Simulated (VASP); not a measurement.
# Ta (Im-3m) in VASP: a series of runs, part 2 of 2

VASP 6.6.1. The steps go on from the part before.

## 3. Single point, PBE

This run uses another cell than the first one, of 18.28 Å³/atom, 1.058 times its volume.

The input, INCAR:

```
SYSTEM = Ta
ALGO = Normal ; EDIFF = 1E-7
ENCUT = 520 ; GGA = PE
ISIF = 2 ; ISMEAR = 0
LASPH = .True. ; LCHARG = .True.
LELF = .True. ; LREAL = .False.
LVHAR = .True. ; LWAVE = .False.
NBANDS = 12 ; NELM = 80
PREC = Accurate ; SIGMA = 0.1
```

The input, KPOINTS:

```
k-points
0
Gamma
  18 18 18
  0 0 0
```

The input, POSCAR:

```
Ta
1.0
   -1.6593948216      1.6593948216      1.6593948216
    1.6593948216     -1.6593948216      1.6593948216
    1.6593948216      1.6593948216     -1.6593948216
Ta
1
Direct
    0.0000000000      0.0000000000      0.0000000000
```

Potentials or basis: VASP PAW PBE potentials, release 64 (Ta_pv).

On the command line:

```bash
> cat potpaw_PBE.64/Ta_pv/POTCAR > POTCAR
> mpirun -np 1 vasp_std > vasp.out
```

It took 61 s on 1 thread of AMD EPYC 7R43 (Zen 3), shared host; peak memory 0.12 GiB.

Results (log left out):

| Property | Result |
| --- | --- |
| Free energy | -11.8163 eV |
| Pressure | 0.1 GPa |

Levels at points of the mesh, in eV from the Fermi level:
| k point | band 1 | band 2 | band 3 | band 4 | band 5 | band 6 | band 7 | band 8 | band 9 | band 10 |
| --- | --- | --- | --- | --- | --- | --- | --- | --- | --- | --- |
| (0.00, 0.00, 0.00) | -33.14 | -33.14 | -33.14 | -7.87 | 0.72 | 0.72 | 0.72 | 3.95 | 3.95 | 14.64 |
| (0.50, 0.00, 0.00) | -34.26 | -33.50 | -33.15 | -4.32 | -1.51 | 1.51 | 3.82 | 4.83 | 7.65 | 11.48 |
| (0.50, 0.50, 0.50) | -33.92 | -33.92 | -33.92 | -3.73 | -3.73 | 6.71 | 6.71 | 6.71 | 8.51 | 8.51 |

Caveat: spin-orbit coupling is left out, which moves the levels of the heavy elements.

## 4. Single point, PBE

This run uses another cell than the first one: it holds 8 atoms, not 1.

The input, INCAR:

```
PREC = Accurate ; ENCUT = 520
EDIFF = 1E-6 ; ISMEAR = 0
SIGMA = 0.1 ; LREAL = F
LASPH = T ; NELM = 60
ALGO = Fast ; ISIF = 2
LWAVE = F ; LCHARG = T
GGA = PE ; LELF = T
LVHAR = T ; NBANDS = 54
```

The input, KPOINTS:

```
regular mesh
0
Gamma
  6 6 6
```

The input, POSCAR:

```
Ta
1.0
   -3.3187896432     -3.3187896432      3.3187896432
   -3.3187896432      3.3187896432     -3.3187896432
    3.3187896432     -3.3187896432     -3.3187896432
Ta
8
Direct
    0.5000000000      0.5000000000      0.5000000000
    0.0000000000      0.5000000000      0.5000000000
    0.5000000000      0.0000000000      0.5000000000
    0.0000000000      0.0000000000      0.5000000000
    0.5000000000      0.5000000000      0.0000000000
    0.0000000000      0.5000000000      0.0000000000
    0.5000000000      0.0000000000      0.0000000000
    0.0000000000      0.0000000000      0.0000000000
```

Potentials or basis: VASP PAW PBE potentials, release 64 (Ta_pv).

On the command line:

```bash
> cat potpaw_PBE.64/Ta_pv/POTCAR > POTCAR
> mpirun -np 1 vasp_std > vasp.out
```

OUTCAR:

```text
PREC = Accurate
   ENCUT = 520
   EDIFF = 1E-6
   ISMEAR = 0
   LREAL = F
   LASPH = T
   NELM = 60
   ISIF = 2
   GGA = PE

 ion  position               nearest neighbor table
   1  0.500  0.500  0.500-   2 2.87   3 2.87   5 2.87   8 2.87   5 2.87   3 2.87   2 2.87   8 2.87
                             7 3.32   7 3.32   4 3.32   6 3.32   4 3.32   6 3.32
   2  0.000  0.500  0.500-   1 2.87   4 2.87   6 2.87   7 2.87   6 2.87   4 2.87   1 2.87   7 2.87
                             5 3.32   8 3.32   8 3.32   5 3.32   3 3.32   3 3.32
   3  0.500  0.000  0.500-   1 2.87   4 2.87   6 2.87   7 2.87   7 2.87   1 2.87   4 2.87   6 2.87
                             5 3.32   5 3.32   8 3.32   8 3.32   2 3.32   2 3.32
   4  0.000  0.000  0.500-   2 2.87   3 2.87   5 2.87   8 2.87   8 2.87   2 2.87   3 2.87   5 2.87
                             7 3.32   6 3.32   1 3.32   7 3.32   1 3.32   6 3.32
   5  0.500  0.500  0.000-   1 2.87   4 2.87   6 2.87   7 2.87   1 2.87   7 2.87   6 2.87   4 2.87
                             2 3.32   3 3.32   8 3.32   2 3.32   8 3.32   3 3.32
   6  0.000  0.500  0.000-   2 2.87   3 2.87   5 2.87   8 2.87   2 2.87   8 2.87   5 2.87   3 2.87
                             7 3.32   4 3.32   4 3.32   1 3.32   7 3.32   1 3.32
   7  0.500  0.000  0.000-   2 2.87   3 2.87   5 2.87   8 2.87   3 2.87   5 2.87   8 2.87   2 2.87
                             6 3.32   1 3.32   4 3.32   4 3.32   6 3.32   1 3.32
[... 211 lines left out ...]
      6     -28.8667      2.00000
[... 901 lines left out ...]
     53       6.6194      0.00000
     54       6.6194      0.00000

------------------------ aborting loop because EDIFF is reached ----------------------------------------

  FORCE on cell =-STRESS in cart. coord.  units (eV):
  Direction    XX          YY          ZZ          XY          YZ          ZX
  --------------------------------------------------------------------------------------
  -------------------------------------------------------------------------------------
  Total       -0.3844716     -0.3844716     -0.3844716     -0.0000000     -0.0000000     -0.0000000
  in kB       -4.2128471     -4.2128471     -4.2128471     -0.0000000     -0.0000000     -0.0000000
  external PRESSURE =      -4.2128471 kB  Pullay stress =       0.0000000 kB

 VOLUME and BASIS-vectors are now :
 -----------------------------------------------------------------------------
  energy-cutoff  :      520.00
  volume of cell :      146.22
      direct lattice vectors                 reciprocal lattice vectors
    -3.318789643 -3.318789643  3.318789643    -0.150657334 -0.150657334  0.000000000
    -3.318789643  3.318789643 -3.318789643    -0.150657334  0.000000000 -0.150657334
     3.318789643 -3.318789643 -3.318789643     0.000000000 -0.150657334 -0.150657334

 POSITION                                       TOTAL-FORCE (eV/Angst)
 -----------------------------------------------------------------------------------
     -1.65939     -1.65939     -1.65939        -0.000000      0.000000     -0.000000
      0.00000      0.00000     -3.31879         0.000000      0.000000     -0.000000
      0.00000     -3.31879      0.00000         0.000000      0.000000     -0.000000
      1.65939     -1.65939     -1.65939         0.000000      0.000000     -0.000000
     -3.31879      0.00000      0.00000        -0.000000     -0.000000      0.000000
     -1.65939      1.65939     -1.65939        -0.000000     -0.000000      0.000000
     -1.65939     -1.65939      1.65939        -0.000000     -0.000000      0.000000
      0.00000      0.00000      0.00000         0.000000     -0.000000      0.000000
 -----------------------------------------------------------------------------------
    total drift:                                0.000000     -0.000000     -0.000000

  FREE ENERGIE OF THE ION-ELECTRON SYSTEM (eV)
  ---------------------------------------------------
  free  energy   TOTEN  =       -94.4654339575 eV

  energy  without entropy=      -94.3829668535  energy(sigma->0) =      -94.42420041
```

OSZICAR:

```text
N       E                     dE             d eps       ncg     rms          rms(c)
DAV:   1     0.926504701888E+03    0.92650E+03   -0.48720E+04  1744   0.170E+03
DAV:   2    -0.500400190670E+02   -0.97654E+03   -0.95570E+03  1852   0.509E+02
DAV:   3    -0.966222344389E+02   -0.46582E+02   -0.44364E+02  2164   0.950E+01
DAV:   4    -0.981649760646E+02   -0.15427E+01   -0.15102E+01  2112   0.148E+01
DAV:   5    -0.982187103720E+02   -0.53734E-01   -0.53531E-01  2184   0.224E+00    0.371E+01
RMM:   6    -0.952837856850E+02    0.29349E+01   -0.30976E+00  1765   0.884E+00    0.180E+01
RMM:   7    -0.944464536780E+02    0.83733E+00   -0.39790E+00  1868   0.904E+00    0.102E+00
RMM:   8    -0.944574203117E+02   -0.10967E-01   -0.26882E-01  1950   0.222E+00    0.117E+00
RMM:   9    -0.944684850713E+02   -0.11065E-01   -0.95655E-02  2103   0.102E+00    0.915E-01
RMM:  10    -0.944650181877E+02    0.34669E-02   -0.26279E-02  1916   0.758E-01    0.239E-01
RMM:  11    -0.944653494025E+02   -0.33121E-03   -0.48063E-03  2240   0.234E-01    0.317E-02
RMM:  12    -0.944654240422E+02   -0.74640E-04   -0.70345E-04  2277   0.993E-02    0.424E-02
RMM:  13    -0.944654308656E+02   -0.68234E-05   -0.14958E-04  2224   0.409E-02    0.601E-03
RMM:  14    -0.944654335159E+02   -0.26503E-05   -0.27024E-05  1875   0.171E-02    0.623E-03
RMM:  15    -0.944654339575E+02   -0.44165E-06   -0.66594E-06  1549   0.900E-03
   1 F= -.94465434E+02 E0= -.94424200E+02  d E =-.824671E-01
```

Wall time 5.8 min (1 thread of AMD EPYC 7R43 (Zen 3), shared host); peak memory 0.3 GiB.

What came out:

```
Free energy            : -94.4654 eV
Pressure               : -0.4 GPa
Band gap on the k mesh : zero (band 44 reaches 6.89 eV, above the bottom of band 45 at 4.70 eV)
```

Caveat: spin-orbit coupling is left out, which moves the levels of the heavy elements.

## 5. The runs side by side

```tsv
task	cell	k mesh	cutoff (eV)	smearing	gap on the mesh (eV)	pressure (GPa)
relaxation of cell and atoms	relaxed to 10.6 GPa from a = 2.820 Å, angles 109.5°, 1 atom	18 × 18 × 18	600	fermi-dirac 0.1 eV	none	10.6
single point	a = 2.874 Å, angles 109.5°, 1 atom	18 × 18 × 18	520	gaussian 0.1 eV	none	0.1
single point	a = 5.748 Å, angles 109.5°, 8 atoms	6 × 6 × 6	520	gaussian 0.1 eV	none	-0.4
```

Alike in all rows: level PBE; potentials or basis VASP PAW PBE potentials, release 64 (Ta_pv); no spin polarisation.

Caveats: spin-orbit coupling is left out, which moves the levels of the heavy elements; the cell is relaxed towards a set pressure, so the enthalpy falls and the energy may rise (some runs).

Total energies depend on the potentials used, so only differences within one code and one set of settings carry meaning.
